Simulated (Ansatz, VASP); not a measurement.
## As in VASP and in Ansatz

```
As
1.0
     1.89097    1.09175    3.36808
    -1.89097    1.09175    3.36808
     0.00000   -2.18350    3.36808
As
2
Cartesian
  0.0000 0.0000 2.3258
  0.0000 0.0000 7.7784
```

Alike in both runs: task single point; functional r2SCAN; k mesh 15 × 15 × 15; occupations gaussian, width 0.1 eV; no spin polarisation.

|  | VASP | Ansatz |
| --- | --- | --- |
| version | VASP 6.6.1 | Ansatz 0.2.0 |
| potentials or method | VASP PAW PBE potentials, release 64 (As), cutoff 520 eV | scalar-relativistic, plane waves, PAW |
| valence electrons in the cell | 10 | 30 |

```csv
,VASP,Ansatz,Ansatz less VASP
gap on the k mesh at the Fermi level (eV),none,none,-
pressure (GPa),1.7,1.5,-0.17
"traceless stress, the component that is largest in VASP (GPa)",0.69,0.74,+0.050
rms of the force components (eV/Å),0.111,0.138,+0.0271
```

VASP's potentials were made for PBE, not for r2SCAN. Atom by atom the forces differ by 0.027 eV/Å (rms over components). A gap of «none» marks a metal or a gap that the smearing closes. VASP's potentials hold 10 valence electrons a cell and Ansatz's 30, so a difference there can come from the potentials and not from the codes.
